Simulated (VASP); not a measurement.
# Ti2Si3 (Pn-3m) in VASP: a series of runs

Runs on Ti2Si3. Level: PBE. Tasks: single point.

All numbers are computed with VASP 6.6.1; they aren't measurements. Logs are shortened: lines on timing, memory, paths and dates and some standing lists are left out, and cuts for length are marked.

### 1 The cell of the first run

Symmetry: Pn-3m, No. 224, cubic system. Conventional cell: a = 5.412 Å, b = 5.412 Å, c = 5.412 Å, α = 90.00°, β = 90.00°, γ = 90.00°. Within 3.1 Å of Ti (site symmetry -3m) lie 6 Si at 2.34 Å. Within 3.1 Å of Si (site symmetry -42m) lie 4 Ti at 2.34 Å and 4 Si at 2.71 Å.

### 2 Single point, PBE

Contents of INCAR:

```
SYSTEM = Ti2Si3
PREC = Accurate ; ENCUT = 520
EDIFF = 1E-6 ; ISMEAR = 0
SIGMA = 0.1 ; LREAL = .False.
LASPH = .True. ; NELM = 100
ALGO = Normal ; ISIF = 2
LWAVE = .False. ; LCHARG = .False.
GGA = PE ; NBANDS = 47
```

Contents of KPOINTS:

```
regular mesh
0
Gamma
  4 4 4
  0 0 0
```

Contents of POSCAR:

```
Ti2Si3
1.0
    5.4117791300      0.0000000000      0.0000000000
    0.0000000000      5.4117791300      0.0000000000
    0.0000000000      0.0000000000      5.4117791300
Ti Si
4 6
Direct
    0.2500000000      0.2500000000      0.2500000000
    0.2500000000      0.7500000000      0.7500000000
    0.7500000000      0.7500000000      0.2500000000
    0.7500000000      0.2500000000      0.7500000000
    0.0000000000      0.5000000000      0.5000000000
    0.0000000000      0.5000000000      0.0000000000
    0.5000000000      0.0000000000      0.5000000000
    0.0000000000      0.0000000000      0.5000000000
    0.5000000000      0.0000000000      0.0000000000
    0.5000000000      0.5000000000      0.0000000000
```

Potentials or basis: VASP PAW PBE potentials, release 64 (Ti_sv, Si).

The run is started by

```bash
> cat potpaw_PBE.64/Ti_sv/POTCAR potpaw_PBE.64/Si/POTCAR > POTCAR
> mpirun -np 1 vasp_std > vasp.out
```

OUTCAR:

```text
SYSTEM = Ti2Si3
   PREC = Accurate
   ENCUT = 520
   EDIFF = 1E-6
   ISMEAR = 0
   LREAL = .False.
   LASPH = .True.
   NELM = 100
   ISIF = 2
   GGA = PE

 ion  position               nearest neighbor table
   1  0.250  0.250  0.250-   5 2.34   6 2.34   7 2.34   8 2.34   9 2.34  10 2.34
   2  0.250  0.750  0.750-   5 2.34   6 2.34   7 2.34   8 2.34   9 2.34  10 2.34
   3  0.750  0.750  0.250-   5 2.34   6 2.34   7 2.34   8 2.34   9 2.34  10 2.34
   4  0.750  0.250  0.750-   5 2.34   6 2.34   7 2.34   8 2.34   9 2.34  10 2.34
   5  0.000  0.500  0.500-   1 2.34   2 2.34   3 2.34   4 2.34   6 2.71   8 2.71   6 2.71   8 2.71

   6  0.000  0.500  0.000-   1 2.34   2 2.34   3 2.34   4 2.34   5 2.71  10 2.71   5 2.71  10 2.71

   7  0.500  0.000  0.500-   1 2.34   2 2.34   3 2.34   4 2.34   8 2.71   9 2.71   9 2.71   8 2.71

   8  0.000  0.000  0.500-   1 2.34   2 2.34   3 2.34   4 2.34   5 2.71   7 2.71   5 2.71   7 2.71

   9  0.500  0.000  0.000-   1 2.34   2 2.34   3 2.34   4 2.34   7 2.71  10 2.71   7 2.71  10 2.71

  10  0.500  0.500  0.000-   1 2.34   2 2.34   3 2.34   4 2.34   6 2.71   9 2.71   9 2.71   6 2.71

  LATTYP: Found a simple cubic cell.
 ALAT       =     5.4117791300

  Lattice vectors:

 A1 = (   5.4117791300,   0.0000000000,   0.0000000000)
 A2 = (   0.0000000000,   5.4117791300,   0.0000000000)
 A3 = (   0.0000000000,   0.0000000000,   5.4117791300)

Analysis of symmetry for initial positions (statically):
=====================================================================
 Subroutine PRICEL returns:
 Original cell was already a primitive cell.

 Routine SETGRP: Setting up the symmetry group for a
 simple cubic supercell.

 Subroutine GETGRP returns: Found 48 space group operations
 (whereof 24 operations were pure point group operations)
 out of a pool of 48 trial point group operations.

The static configuration has the point symmetry T_d .
 The point group associated with its full space group is O_h .

Analysis of symmetry for dynamics (positions and initial velocities):
=====================================================================
 Subroutine PRICEL returns:
 Original cell was already a primitive cell.

 Routine SETGRP: Setting up the symmetry group for a
 simple cubic supercell.

 Subroutine GETGRP returns: Found 48 space group operations
 (whereof 24 operations were pure point group operations)
 out of a pool of 48 trial point group operations.

The dynamic configuration has the point symmetry T_d .
 The point group associated with its full space group is O_h .

 Subroutine INISYM returns: Found 48 space group operations
 (whereof 24 operations are pure point group operations),
 and found     1 'primitive' translations

----------------------------------------------------------------------------------------

                                     Primitive cell

  volume of cell :     158.4967

  direct lattice vectors                    reciprocal lattice vectors
     5.411779130  0.000000000  0.000000000     0.184782116  0.000000000  0.000000000
     0.000000000  5.411779130  0.000000000     0.000000000  0.184782116  0.000000000
     0.000000000  0.000000000  5.411779130     0.000000000  0.000000000  0.184782116

  length of vectors
     5.411779130  5.411779130  5.411779130     0.184782116  0.184782116  0.184782116

  position of ions in fractional coordinates (direct lattice)
     0.250000000  0.250000000  0.250000000
     0.250000000  0.750000000  0.750000000
     0.750000000  0.750000000  0.250000000
     0.750000000  0.250000000  0.750000000
     0.000000000  0.500000000  0.500000000
     0.000000000  0.500000000  0.000000000
     0.500000000  0.000000000  0.500000000
     0.000000000  0.000000000  0.500000000
     0.500000000  0.000000000  0.000000000
     0.500000000  0.500000000  0.000000000

  ion indices of the primitive-cell ions
   primitive index   ion index
                 1           1
                 2           2
                 3           3
                 4           4
                 5           5
                 6           6
                 7           7
                 8           8
                 9           9
                10          10

----------------------------------------------------------------------------------------

 KPOINTS: regular mesh

Automatic generation of k-mesh.
 Grid dimensions read from file:
 generate k-points for:    4    4    4

 Generating k-lattice:

  Cartesian coordinates                     Fractional coordinates (reciprocal lattice)
     0.046195529  0.000000000  0.000000000     0.250000000  0.000000000  0.000000000
     0.000000000  0.046195529  0.000000000     0.000000000  0.250000000  0.000000000
     0.000000000  0.000000000  0.046195529     0.000000000  0.000000000  0.250000000

  Length of vectors
     0.046195529  0.046195529  0.046195529

  Shift w.r.t. Gamma in fractional coordinates (k-lattice)
     0.000000000  0.000000000  0.000000000

 Subroutine IBZKPT returns following result:
 ===========================================

 Found     10 irreducible k-points:

 Following reciprocal coordinates:
            Coordinates               Weight
  0.000000  0.000000  0.000000      1.000000
  0.250000  0.000000  0.000000      6.000000
  0.500000  0.000000  0.000000      3.000000
  0.250000  0.250000  0.000000     12.000000
  0.500000  0.250000  0.000000     12.000000
  0.500000  0.500000  0.000000      3.000000
  0.250000  0.250000  0.250000      8.000000
  0.500000  0.250000  0.250000     12.000000
  0.500000  0.500000  0.250000      6.000000
  0.500000  0.500000  0.500000      1.000000
   k-points           NKPTS =     10   k-points in BZ     NKDIM =     10   number of bands    NBANDS=     47
   number of dos      NEDOS =    301   number of ions     NIONS =     10
   total plane-waves  NPLWV =  64000
   dimension x,y,z NGX =    40 NGY =   40 NGZ =   40
   dimension x,y,z NGXF=    80 NGYF=   80 NGZF=   80
   ions per type =               4   6
   NGX,Y,Z   is equivalent  to a cutoff of  12.29, 12.29, 12.29 a.u.
   NGXF,Y,Z  is equivalent  to a cutoff of  24.58, 24.58, 24.58 a.u.
 SYSTEM =  Ti2Si3
   PREC   = accura    normal or accurate (medium, high low for compatibility)
   ISTART =      0    job   : 0-new  1-cont  2-samecut
   ICHARG =      2    charge: 1-file 2-atom 10-const
   ISPIN  =      1    spin polarized calculation?
   LNONCOLLINEAR =      F non collinear calculations
   LSORBIT =      F    spin-orbit coupling
   LASPH  =      T    aspherical Exc in radial PAW
   ENCUT  =  520.0 eV  38.22 Ry    6.18 a.u.  10.06 10.06 10.06*2*pi/ulx,y,z
   NELM   =    100;   NELMIN=  2; NELMDL= -5     # of ELM steps
   EDIFF  = 0.1E-05   stopping-criterion for ELM
   LREAL  =      F    real-space projection
   EDIFFG = 0.1E-04   stopping-criterion for IOM
   NSW    =      0    number of steps for IOM
   IBRION =     -1    ionic relax: 0-MD 1-quasi-New 2-CG
   NFREE  =      0    steps in history (QN), initial steepest desc. (CG)
   ISIF   =      2    stress and relaxation
   ISYM   =      2    0-nonsym 1-usesym 2-fastsym
   POTIM  = 0.5000    time-step for ionic-motion
   TEBEG  =    0.0;   TEEND  =   0.0 temperature during run
   PSTRESS=    0.0 pullay stress
   NELECT =      72.0000    total number of electrons
   NUPDOWN=      -1.0000    fix difference up-down
   EMIN   =  10.00;   EMAX   =-10.00  energy-range for DOS
   EFERMI =   0.00;   METHOD = LEGACY
   ISMEAR =     0;   SIGMA  =   0.10  broadening in eV -4-tet -1-fermi 0-gaus
   EFERMI_NEDOS =   21; number of points for ismear=-14 and -15
   IALGO  =     38    algorithm
   IMIX   =      4    mixing-type and parameters
     AMIX     =   0.40;   BMIX     =  1.00
     AMIX_MAG =   1.60;   BMIX_MAG =  1.00
  volume/ion in A,a.u.               =      15.85       106.96
  Fermi-wavevector in a.u.,A,eV,Ry     =   1.258478  2.378178 21.548454  1.583767
  Thomas-Fermi vector in A             =   2.392085
   LORBIT       =      0    0 simple, 1 ext, 2 COOP (PROOUT), +10 PAW based schemes
   GGA     = PE    functional components
   LHFCALC =     F    Hartree Fock is set to
   AEXX    =    0.0000 exact exchange contribution
   IVDW    =     0    specifies the selected vdW correction
   LEPSILON=     F    determine dielectric tensor
   LRPA    =     F    only Hartree local field effects (RPA)
 non-spin polarized calculation
 Gauss-broadening in eV      SIGMA  =   0.10
  energy-cutoff  :      520.00
  volume of cell :      158.50
 maximum number of plane-waves:      4337
   NGX = 21   NGY = 21   NGZ = 21

 number of electron      72.0000015 magnetization

 Free energy of the ion-electron system (eV)
  ---------------------------------------------------
  ext. energy  EPLUGINS =         0.00000000
  ---------------------------------------------------
  free energy    TOTEN  =       -57.63890476 eV

  energy without entropy =      -57.59894078  energy(sigma->0) =      -57.61892277

 E-fermi :   8.4399     XC(G=0): -10.9444

 val. band max:        8.4142969101   @ k =   0.2500   0.2500   0.2500
 cond. band min:       8.4847281554   @ k =   0.5000   0.5000   0.2500
 fundamental gap:      0.0704312452
 Fermi energy:         8.4398838372

 k-point     1 :       0.0000    0.0000    0.0000
  band No.  band energies     occupation
      1     -47.9808      2.00000
      2     -47.9745      2.00000
      3     -47.9745      2.00000
      4     -47.9745      2.00000
      5     -24.4698      2.00000
      6     -24.4698      2.00000
[... 39 lines left out ...]
     46      10.0206      0.00000
     47      10.7954      0.00000

 k-point     2 :       0.2500    0.0000    0.0000
  band No.  band energies     occupation
      1     -47.9799      2.00000
      2     -47.9754      2.00000
      3     -47.9745      2.00000
      4     -47.9745      2.00000
      5     -24.4627      2.00000
      6     -24.4597      2.00000
[... 392 lines left out ...]
 k-point    10 :       0.5000    0.5000    0.5000
  band No.  band energies     occupation
      1     -47.9763      2.00000
      2     -47.9763      2.00000
      3     -47.9763      2.00000
      4     -47.9754      2.00000
      5     -24.4646      2.00000
      6     -24.4646      2.00000
[... 39 lines left out ...]
     46      10.1060      0.00000
     47      10.6968      0.00000

------------------------ aborting loop because EDIFF is reached ----------------------------------------

  FORCE on cell =-STRESS in cart. coord.  units (eV):
  Direction    XX          YY          ZZ          XY          YZ          ZX
  --------------------------------------------------------------------------------------
  -------------------------------------------------------------------------------------
  Total       28.8345793     28.8345793     28.8345793      0.0000000      0.0000000      0.0000000
  in kB      291.4768120    291.4768120    291.4768120      0.0000000      0.0000000      0.0000000
  external PRESSURE =     291.4768120 kB  Pullay stress =       0.0000000 kB

 VOLUME and BASIS-vectors are now :
 -----------------------------------------------------------------------------
  energy-cutoff  :      520.00
  volume of cell :      158.50
      direct lattice vectors                 reciprocal lattice vectors
     5.411779130  0.000000000  0.000000000     0.184782116  0.000000000  0.000000000
     0.000000000  5.411779130  0.000000000     0.000000000  0.184782116  0.000000000
     0.000000000  0.000000000  5.411779130     0.000000000  0.000000000  0.184782116

 POSITION                                       TOTAL-FORCE (eV/Angst)
 -----------------------------------------------------------------------------------
      1.35294      1.35294      1.35294         0.000000     -0.000000      0.000000
      1.35294      4.05883      4.05883        -0.000000     -0.000000      0.000000
      4.05883      4.05883      1.35294        -0.000000      0.000000     -0.000000
      4.05883      1.35294      4.05883         0.000000      0.000000     -0.000000
      0.00000      2.70589      2.70589         0.000000     -0.000000      0.000000
      0.00000      2.70589      0.00000         0.000000     -0.000000     -0.000000
      2.70589      0.00000      2.70589         0.000000     -0.000000      0.000000
      0.00000      0.00000      2.70589         0.000000     -0.000000     -0.000000
      2.70589      0.00000      0.00000         0.000000     -0.000000      0.000000
      2.70589      2.70589      0.00000         0.000000     -0.000000      0.000000
 -----------------------------------------------------------------------------------
    total drift:                               -0.000000      0.000000      0.000000

  FREE ENERGIE OF THE ION-ELECTRON SYSTEM (eV)
  ---------------------------------------------------
  free  energy   TOTEN  =       -57.6389047595 eV

  energy  without entropy=      -57.5989407836  energy(sigma->0) =      -57.61892277
```

Run time: 52 s. Hardware: 1 thread of Intel Xeon Platinum 8488C (Sapphire Rapids), shared host; peak memory 0.26 GiB.

Results:

```
Free energy            : -57.6389 eV
Pressure               : 29.1 GPa
Band gap on the k mesh : zero (band 36 reaches 9.05 eV, above the bottom of band 37 at 8.21 eV)
```

Levels at points of the mesh, in eV from the Fermi level:
```
           k point  band 32  band 33  band 34  band 35  band 36  band 37  band 38  band 39  band 40  band 41
(0.00, 0.00, 0.00)    -1.14     0.05     0.05     0.05     0.07     0.07     0.07     0.25     0.25     0.25
(0.50, 0.00, 0.00)    -1.39    -1.28    -1.28    -1.08    -1.08     0.81     0.81     0.89     0.89     0.94
(0.50, 0.50, 0.00)    -1.80    -1.26    -1.26    -0.71    -0.71    -0.23    -0.23     0.94     0.94     1.12
(0.50, 0.50, 0.50)    -1.41     0.26     0.26     0.26     0.61     0.67     0.67     0.67     0.67     0.67
```

(Continued in part 2 of 2.)
